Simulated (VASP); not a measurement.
Wanted: the native input for a VASP 6.6.1 run.

| Property | Result |
| --- | --- |
| Task | single point |
| Functional | PBEsol |
| Potentials or basis | VASP PAW PBE potentials, release 64 (In_d, Sb_d_GW) |
| Cutoff | 500 eV |
| k mesh | 2 × 2 × 2 |
| Occupations | methfessel-paxton, width 0.24 eV |
| Spin | no spin polarisation |
| Hubbard terms | In d U = 4.6 eV, J = 0.86 eV |
| Dipole correction | no |
| LDAUTYPE | 1 |
| Hund's J | 0.86 |
| Further INCAR settings | ALGO = Normal; EDIFF = 1e-06; NBANDS = 21 |

The structure of InSb lies in POSCAR:

```
InSb
1.0
    0.0000000000      3.0916441803      3.0916441803
    3.0916441803      0.0000000000      3.0916441803
    3.0916441803      3.0916441803      0.0000000000
In Sb
1 1
Direct
    0.0000000000      0.0000000000      0.0000000000
    0.2500000000      0.2500000000      0.2500000000
```

These files were run (other wordings do the same):

INCAR

```
  ALGO = Normal
  EDIFF = 1E-6
  ENCUT = 500
  GGA = PS
  GGA_COMPAT = False
  ISIF = 2
  ISMEAR = 1
  LASPH = True
  LCHARG = False
  LDAU = True
  LDAUJ = 0.86 0
  LDAUL = 2 -1
  LDAUPRINT = 1
  LDAUTYPE = 1
  LDAUU = 4.6 0
  LREAL = False
  LWAVE = False
  NBANDS = 21
  NELM = 200
  PREC = Accurate
  SIGMA = 0.24
```

KPOINTS

```
k-points
0
Gamma
  2 2 2
```

Potentials or basis: VASP PAW PBE potentials, release 64 (In_d, Sb_d_GW).

Run with:

```sh
$ cat potpaw_PBE.64/In_d/POTCAR potpaw_PBE.64/Sb_d_GW/POTCAR > POTCAR
$ mpirun -np 1 vasp_std > vasp.out
```

It gave:

| Quantity | Value |
| --- | --- |
| Pressure | 14.4 GPa |
| Band gap on the k mesh | 0.64 eV |

Caveat: the k points lie up to 0.88 Å⁻¹ apart, too coarse for converged energies, forces and pressures; semilocal functionals underestimate gaps, and a narrow one can read as zero; the PAW data sets were made with another functional, which shifts forces and pressure a little; spin-orbit coupling is left out, which moves the levels of the heavy elements; the U is typed as a test and isn't derived for this compound.

Wall time 4.3 s on 1 thread of Intel(R) Xeon(R) 6975P-C (Granite Rapids), with other jobs on the host, peak memory 0.18 GiB.
